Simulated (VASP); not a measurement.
A run of VASP 6.6.1 is set up as follows.

File INCAR:

```
SYSTEM = Al2Cu
  PREC = Accurate
  ENCUT = 520
  EDIFF = 1E-6
  ISMEAR = 0
  SIGMA = 0.15
  LREAL = .False.
  LASPH = .True.
  NELM = 100
  ALGO = Fast
  ISIF = 2
  LWAVE = .False.
  LCHARG = .False.
  GGA = PS
  NBANDS = 16
```

The input KPOINTS:

```
Automatic mesh
0
Gamma
  10 10 14
  0 0 0
```

POSCAR

```
Al2Cu
1.0
    3.9412606183      0.0000000000      0.0000000000
    0.0000000000      3.9412606183      0.0000000000
    0.0000000000      0.0000000000      3.0451069876
Al Cu
2 1
Direct
    0.5074638706      0.0000000000      0.5000000000
   -0.1089562558      0.5000000000      0.5000000000
    0.0430935180      0.0000000000      0.0000000000
```

Potentials or basis: VASP PAW PBE potentials, release 64 (Al, Cu).

Run with:

```console
$ cat potpaw_PBE.64/Al/POTCAR potpaw_PBE.64/Cu/POTCAR > POTCAR
$ mpirun -np 1 vasp_std > vasp.out
```

Task: Predict the pressure.

Result: 5.2 GPa.

Task: Predict the largest force.

Result: 1.789 eV/Å.

Forces in eV/Å, atoms in the order of the input:
```
Al  -0.735  0.000  0.000
Al   1.789  0.000  0.000
Cu  -1.054  0.000  0.000
```

Caveat: the cell differs from its parent crystal (mode 4 frozen in at -0.445 Å, strain +e along z and -e/2 along x and y +0.0700); the PAW data sets were made with another functional, which shifts forces and pressure a little.
